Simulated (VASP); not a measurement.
Here is a VASP 6.6.1 calculation.

INCAR

```
PREC = Accurate
ENCUT = 520
EDIFF = 1E-6
ISMEAR = 0
SIGMA = 0.15
LREAL = False
LASPH = True
NELM = 150
ALGO = Fast
ISIF = 2
LWAVE = False
LCHARG = True
ISPIN = 2
MAGMOM = -0.01 0.16
LORBIT = 11
LMAXMIX = 4
GGA = PE
LELF = True
LVHAR = True
NBANDS = 17
```

KPOINTS

```
Automatic mesh
0
Gamma
  18 18 18
```

File POSCAR:

```
AlCo
1.0
    2.8210399687     -0.0673968593     -0.0673968593
   -0.0673968593      2.8210399687     -0.0673968593
   -0.0673968593     -0.0673968593      2.8210399687
Al Co
1 1
Direct
    0.0000000000      0.0000000000      0.0000000000
    0.5000000000      0.5000000000      0.5000000000
```

Potentials or basis: VASP PAW PBE potentials, release 64 (Al, Co).

Command:

```bash
$ cat potpaw_PBE.64/Al/POTCAR potpaw_PBE.64/Co/POTCAR > POTCAR
$ mpirun -np 1 vasp_std > vasp.out
```

(1) Estimate the band gap on the k mesh.

(2) Estimate the net moment.

(3) Estimate the pressure.

## Answers

(1) zero (filled and empty bands overlap).

(2) 0.00 μB per cell.

(3) 7.9 GPa.

Caveat: the cell stands under pressure.
